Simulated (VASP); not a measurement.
TbC4: relaxation of cell and atoms with PBE

Crystal: TbC4.

```
Tb C
1.0
     4.59062    0.00000    0.00000
     0.00000    4.59062    0.00000
     0.00000    0.00000    4.59062
Tb C
1 4
Direct
  0.00000 0.00000 0.00000
  0.50000 0.00000 0.00000
  0.00000 0.50000 0.00000
  0.00000 0.00000 0.50000
  0.50000 0.50000 0.50000
```

The cell was built from a structure type or drawn by symmetry, and may not be a known phase.

```
Program                : VASP 6.6.1
Task                   : relaxation of cell and atoms
Functional             : PBE
Potentials or basis    : VASP PAW PBE potentials, release 64 (Tb_3, C), 4f in core
Cutoff                 : 600 eV
k mesh                 : 8 × 8 × 8
Occupations            : gaussian, width 0.1 eV
Spin                   : no spin polarisation
Dipole correction      : no
Mended                 : yes
Further INCAR settings : ALGO = Normal; EDIFF = 1e-07; IBRION = 2; EDIFFG = -0.01; NSW = 100; ISIF = 3
```

* Relaxed volume: 18.55 Å³/atom
* Relaxed cell: a = 4.526 Å, b = 4.526 Å, c = 4.526 Å, α = 90.00°, β = 90.00°, γ = 90.00°
* Space group after relaxing (to 0.1 Å): Pm-3m (No. 221)
* Energy gained by relaxing: 5.6 meV/atom
* Ionic steps: 3
* Pressure after relaxing: 0.0 GPa
* Band gap on the k mesh: zero (an odd number of electrons rules out a gap without spin polarisation)

Step by step:
```
step  energy change (eV)  largest force (eV/Å)  pressure (GPa)  volume (Å³)
   1              0.0000                0.0000           -2.16        96.74
   2             -0.0276                0.0000           -0.24        93.14
   3             -0.0279                0.0000            0.00        92.74
```

Final structure:
```yaml
crystal:
  lattice:
    - [4.52643, 0.00000, 0.00000]
    - [0.00000, 4.52643, 0.00000]
    - [0.00000, 0.00000, 4.52643]
  atoms:
    - { symbol: Tb, position: [0.00000, 0.00000, 0.00000] }
    - { symbol: C, position: [0.50000, 0.00000, 0.00000] }
    - { symbol: C, position: [0.00000, 0.50000, 0.00000] }
    - { symbol: C, position: [0.00000, 0.00000, 0.50000] }
    - { symbol: C, position: [0.50000, 0.50000, 0.50000] }
```

Levels at points of the mesh, in eV from the Fermi level:
```
           k point  band 11  band 12  band 13  band 14  band 15  band 16
(0.00, 0.00, 0.00)     0.72     0.72     0.72     1.32     1.32     1.32
(0.50, 0.00, 0.00)     0.09     0.09     0.15     0.21     0.30     1.02
(0.50, 0.50, 0.00)    -1.07    -1.07    -0.61    -0.61     0.12     1.35
(0.50, 0.50, 0.50)    -2.23    -2.05    -2.05     1.23     1.23     1.23
```

It took 100 s on 1 thread of Intel(R) Xeon(R) 6975P-C (Granite Rapids) (shared host), peak memory 0.28 GiB.

Caveat: spin-orbit coupling is left out, which moves the levels of the heavy elements; the 4f electrons are frozen in the core, so they carry no moment and show no levels. Spin polarisation is off, so any magnetic state and its effect on volume and gap are missing.
